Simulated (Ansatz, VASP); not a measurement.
PbSe: VASP beside Ansatz

```
Pb Se
1.0
     0.00000    3.21951    3.21951
     3.21951    0.00000    3.21951
     3.21951    3.21951    0.00000
Pb Se
1 1
Direct
  0.00000 0.00000 0.00000
  0.25000 0.25000 0.25000
```

Alike in both runs: task relaxation of cell and atoms; functional PBE; k mesh 11 × 11 × 11; occupations fermi-dirac, width 0.08 eV; no spin polarisation.

|  | VASP | Ansatz |
| --- | --- | --- |
| version | VASP 6.6.1 | Ansatz 0.2.0 |
| potentials or method | VASP PAW PBE potentials, release 64 (Pb_d, Se) | PAW with Ansatz's default frozen-core files, scalar-relativistic |
| plane-wave cutoff (eV) | 600 | 420 |
| valence electrons in the cell | 20 | 30 |

```tsv
	VASP	Ansatz	Ansatz less VASP
relaxed volume (Å³/atom)	41.03	41.08	+0.042
relaxed cell length with the largest relative difference (Å)	4.878	4.880	+0.0017
```

VASP's potentials hold 20 valence electrons a cell and Ansatz's 30, so a difference there can come from the potentials and not from the codes.

Spin-orbit coupling is off throughout. Noted on VASP's run: the volume moved by over 15 % at a fixed basis, so the end points are rough.
